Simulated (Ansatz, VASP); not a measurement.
# Two plane-wave programs on GaN

```
Ga N
1.0
     0.00000    2.02198    2.02198
     2.02198    0.00000    2.02198
     2.02198    2.02198    0.00000
Ga N
1 1
Direct
  0.00000 0.00000 0.00000
  0.50000 0.50000 0.50000
```

Alike in both runs: task single point; functional LDA; k mesh 12 × 12 × 12; occupations gaussian, width 0.03 eV; no spin polarisation.

```csv
,VASP,Ansatz
version,VASP 6.6.1,Ansatz 0.2.0
potentials or method,"VASP PAW LDA potentials, release 64 (Ga_d, N), cutoff 600 eV","scalar-relativistic, plane waves, PAW"
valence electrons in the cell,18,18
```

Ansatz gave:

* gap on the k mesh at the Fermi level (eV): 1.29
* least direct gap on the mesh (eV): 4.61

Question: What did VASP give for the same quantities?

Answer: gap on the k mesh at the Fermi level (eV): 1.30; least direct gap on the mesh (eV): 4.64.

LDA's correlation is that of Perdew and Zunger in VASP and of Perdew and Wang (1992) in Ansatz.
